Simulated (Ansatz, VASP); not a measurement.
**Two plane-wave programs on TaN**

The input INCAR:

```
SYSTEM = TaN
PREC = Accurate
ENCUT = 520
EDIFF = 1E-8
ISMEAR = -1
SIGMA = 0.02
LREAL = .FALSE.
LASPH = .TRUE.
NELM = 120
ALGO = Normal
ISIF = 2
LWAVE = .FALSE.
LCHARG = .FALSE.
GGA = PE
LEFG = .TRUE.
NBANDS = 16
GGA_COMPAT = .FALSE.
```

The input KPOINTS:

```
Automatic mesh
0
G
  12 12 10
  0 0 0
```

The input POSCAR:

```
TaN
1.0
    2.8982913036      0.0000000000      0.0000000000
   -1.4491456518      2.5099938965      0.0000000000
    0.0000000000      0.0000000000      2.8440357641
Ta N
1 1
Direct
    0.3333333333      0.6666666667      0.5000000000
    0.0000000000      0.0000000000      0.0000000000
```

Input for Ansatz:

```yaml
crystal:
  lattice:
    - [2.8982913036, 0.0, 0.0]
    - [-1.4491456518, 2.5099938965, 0.0]
    - [0.0, 0.0, 2.8440357641]
  atoms:
    - { symbol: Ta, position: [0.3333333333, 0.6666666667, 0.5] }
    - { symbol: "N", position: [0.0, 0.0, 0.0] }
kpoints:
  mp_grid: { grid: [12, 12, 10] }
scf:
  occupations: { method: fermi_dirac, width: 0.02 }
hamiltonian:
  xc: pbe
  pseudopotentials: { kind: paw }
output:
  forces: true
  stress: true
  eigenvalues: true
  efg: { contact_densities: true }
```

Change from the starting cell: volume scaled by 0.96, PAW files.

Alike in both runs: task electric field gradients; functional PBE; k mesh 12 × 12 × 10; occupations fermi-dirac, width 0.02 eV; no spin polarisation.

|  | VASP | Ansatz |
| --- | --- | --- |
| version | VASP 6.6.1 | Ansatz 0.2.0 |
| potentials or method | VASP PAW PBE potentials, release 64 (Ta_sv_GW, N) | PAW with Ansatz's default frozen-core files, scalar-relativistic |
| plane-wave cutoff (eV) | 520 | 420 |
| valence electrons in the cell | 18 | 18 |

```csv
,VASP,Ansatz,Ansatz less VASP
size of Vzz on the site where it differs most (V/Å²),29.5,47.2,+17.70
```

With one functional, cell and mesh, what is left measures potentials, basis and numerics.

Neither program's run includes spin-orbit coupling.
